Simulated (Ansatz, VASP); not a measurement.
## One calculation of ZrS2, two programs

Contents of INCAR:

```
SYSTEM = ZrS2
ALGO = Normal
DIPOL = 0.5 0.5 0.500
EDIFF = 1E-6
ENCUT = 400
GGA = PE
GGA_COMPAT = .FALSE.
IDIPOL = 3
ISIF = 2
ISMEAR = 0
IVDW = 12
LASPH = .TRUE.
LCHARG = .TRUE.
LDIPOL = .TRUE.
LELF = .TRUE.
LREAL = .FALSE.
LVACPOTAV = .TRUE.
LVHAR = .TRUE.
LWAVE = .FALSE.
NBANDS = 19
NELM = 120
NELMDL = -8
PREC = Accurate
SIGMA = 0.02
```

The input KPOINTS:

```
k-points
0
G
  9 9 1
  0 0 0
```

The input POSCAR:

```
ZrS2
1.0
    3.7220000000      0.0000000000      0.0000000000
   -1.8610000000      3.2233465529      0.0000000000
    0.0000000000      0.0000000000     31.8416303012
S Zr
2 1
Direct
    0.6666666667      0.3333333333      0.4553885908
    0.3333333333      0.6666666667      0.5446114092
    0.0000000000      0.0000000000      0.5000000000
```

Input for Ansatz:

```yaml
crystal:
  lattice:
    - [3.722, 0.0, 0.0]
    - [-1.861, 3.2233465529, 0.0]
    - [0.0, 0.0, 31.8416303012]
  atoms:
    - { symbol: S, position: [0.6666666667, 0.3333333333, 0.4553885908] }
    - { symbol: Zr, position: [0.0, 0.0, 0.5] }
    - { symbol: S, position: [0.3333333333, 0.6666666667, 0.5446114092] }
  periodic: [true, true, false]
basis:
  ecutwfc: 420
kpoints:
  mp_grid: { grid: [9, 9, 1] }
hamiltonian:
  xc: pbe
  pseudopotentials: { kind: paw, azcp: { folder: soft_1 } }
  dispersion: d3bj
scf:
  occupations: { method: gaussian, width: 0.02 }
output:
  forces: true
  stress: true
  eigenvalues: true
```

Alike in both runs: task single point; functional PBE; dispersion D3(BJ); k mesh 9 × 9 × 1; occupations gaussian, width 0.02 eV; no spin polarisation.

|  | VASP | Ansatz |
| --- | --- | --- |
| version | VASP 6.6.1 | Ansatz 0.2.0 |
| potentials or method | VASP PAW PBE potentials, release 64 (S, Zr_sv), cutoff 400 eV | scalar-relativistic, plane waves, PAW |
| valence electrons in the cell | 24 | 24 |

Ansatz gave:

| Property | Result |
| --- | --- |
| gap on the k mesh at the Fermi level (eV) | 1.36 |
| least direct gap on the mesh (eV) | 1.70 |
| rms of the force components (eV/Å) | 0.018 |

Q: What did VASP give for the same quantities?

A: gap on the k mesh at the Fermi level (eV): 1.36; least direct gap on the mesh (eV): 1.71; rms of the force components (eV/Å): 0.022.
